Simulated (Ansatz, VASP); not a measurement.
## Two plane-wave programs on AlN

INCAR

```
ALGO     = Normal         # electronic algorithm
EDIFF    = 1E-6           # SCF threshold, eV
ENCUT    = 520            # plane-wave cutoff, eV
ISIF     = 2              # what is computed and relaxed
ISMEAR   = 0              # smearing method
LASPH    = T              # aspherical terms in the spheres
LCHARG   = T              # write CHGCAR
LELF     = T              # ELF
LREAL    = F              # projectors in reciprocal space
LVHAR    = T            
LWAVE    = F              # write WAVECAR
NBANDS   = 16             # bands
NELM     = 100            # most SCF steps
PREC     = Accurate       # precision mode
SIGMA    = 0.05           # smearing width, eV
```

Contents of KPOINTS:

```
k-points
0
Gamma
  9 9 6
```

POSCAR

```
AlN
1.0
    3.2486697589      0.0000000000      0.0000000000
   -1.6243348794      2.8134305397      0.0000000000
    0.0000000000      0.0000000000      4.0666517166
Al N
2 2
Direct
    0.3333333333      0.6666666667      0.7773448474
    0.6666666667      0.3333333333      0.2773448474
    0.3333333333      0.6666666667      0.1973259047
    0.6666666667      0.3333333333      0.6973259047
```

Input for Ansatz:

```yaml
crystal:
  lattice:
    - [3.2486697589, 0.0, 0.0]
    - [-1.6243348794, 2.8134305397, 0.0]
    - [0.0, 0.0, 4.0666517166]
  atoms:
    - { symbol: Al, position: [0.3333333333, 0.6666666667, 0.7773448474] }
    - { symbol: Al, position: [0.6666666667, 0.3333333333, 0.2773448474] }
    - { symbol: "N", position: [0.3333333333, 0.6666666667, 0.1973259047] }
    - { symbol: "N", position: [0.6666666667, 0.3333333333, 0.6973259047] }
basis:
  ecutwfc: 520.0
kpoints:
  mp_grid: { grid: [9, 9, 6] }
hamiltonian:
  xc: lda
  pseudopotentials: { kind: paw, azcp: { folder: soft_1 } }
scf:
  occupations: { method: gaussian, width: 0.05 }
output:
  forces: true
  stress: true
  eigenvalues: true
```

Change from the starting cell: mode 4 frozen in at -0.216 Å, equal normal strain along x, y and z -0.0083.

Alike in both runs: task single point; functional LDA; k mesh 9 × 9 × 6; occupations gaussian, width 0.05 eV; no spin polarisation.

|  | VASP | Ansatz |
| --- | --- | --- |
| version | VASP 6.6.1 | Ansatz 0.2.0 |
| potentials or method | VASP PAW LDA potentials, release 64 (Al, N), cutoff 520 eV | scalar-relativistic, plane waves, PAW |
| valence electrons in the cell | 16 | 16 |

VASP gave:

```
gap on the k mesh at the Fermi level (eV)                     : 4.22
least direct gap on the mesh (eV)                             : 4.22
pressure (GPa)                                                : 21.0
traceless stress, the component that is largest in VASP (GPa) : 43.42
rms of the force components (eV/Å)                            : 2.018
```

What did Ansatz give for the same quantities?

gap on the k mesh at the Fermi level (eV): 4.22; least direct gap on the mesh (eV): 4.22; pressure (GPa): 20.0; traceless stress, the component that is largest in VASP (GPa): 42.69; rms of the force components (eV/Å): 1.966.

Ansatz warns that its potentials were made for another functional, while VASP's fit it. LDA's correlation is that of Perdew and Zunger in VASP and of Perdew and Wang (1992) in Ansatz. Atom by atom the forces differ by 0.053 eV/Å (rms over components).
